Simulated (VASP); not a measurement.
Input of a VASP 6.6.1 run:

The input POSCAR:

```
SnO2
1.0
    4.7604949007      0.0000000000      0.0000000000
    0.0000000000      4.7604949007      0.0000000000
    0.0000000000      0.0000000000      3.2001628118
Sn O
2 4
Direct
    0.0000000000      0.0000000000      0.0000000000
    0.5000000000      0.5000000000      0.5000000000
    0.3058809150      0.3058809150      0.0000000000
    0.1941190850      0.8058809150      0.5000000000
    0.6941190850      0.6941190850      0.0000000000
    0.8058809150      0.1941190850      0.5000000000
```

File INCAR.step1:

```
SYSTEM = SnO2
ALGO = Normal
EDIFF = 1E-4
ENCUT = 520
GGA = PE
ISMEAR = -1
LASPH = .True.
LCHARG = .False.
LREAL = .False.
LWAVE = .True.
NBANDS = 35
NELM = 60
PREC = Accurate
SIGMA = 0.02
```

File INCAR.step2:

```
SYSTEM = SnO2
ALGO = Normal
EDIFF = 1E-6
ENCUT = 520
ISIF = 2
ISMEAR = -1
ISTART = 1
LASPH = .True.
LCHARG = .False.
LMIXTAU = .True.
LREAL = .False.
LWAVE = .False.
METAGGA = R2SCAN
NBANDS = 35
NELM = 60
PREC = Accurate
SIGMA = 0.02
```

Contents of KPOINTS:

```
k-points
0
Gamma
  6 6 8
  0 0 0
```

Potentials or basis: VASP PAW PBE potentials, release 64 (Sn_d, O).

Command:

```console
$ cat potpaw_PBE.64/Sn_d/POTCAR potpaw_PBE.64/O/POTCAR > POTCAR
$ cp INCAR.step1 INCAR
$ mpirun -np 1 vasp_std > vasp.out
$ cp INCAR.step2 INCAR
$ mpirun -np 1 vasp_std > vasp.out
```

Task: Predict the band gap on the k mesh.

Result: 1.79 eV, direct.

Task: Estimate the largest force.

Result: 0.024 eV/Å.

Task: Estimate the pressure.

Result: 1.1 GPa.

Stress tensor (GPa, compression positive):
```
0.90 0.00 0.00
0.00 0.90 0.00
0.00 0.00 1.47
```

Caveat: the PAW data sets were made with another functional, which shifts forces and pressure a little; spin-orbit coupling is left out, which moves the levels of the heavy elements. r2SCAN opens gaps a little over a GGA but as a rule still falls short of measured ones.
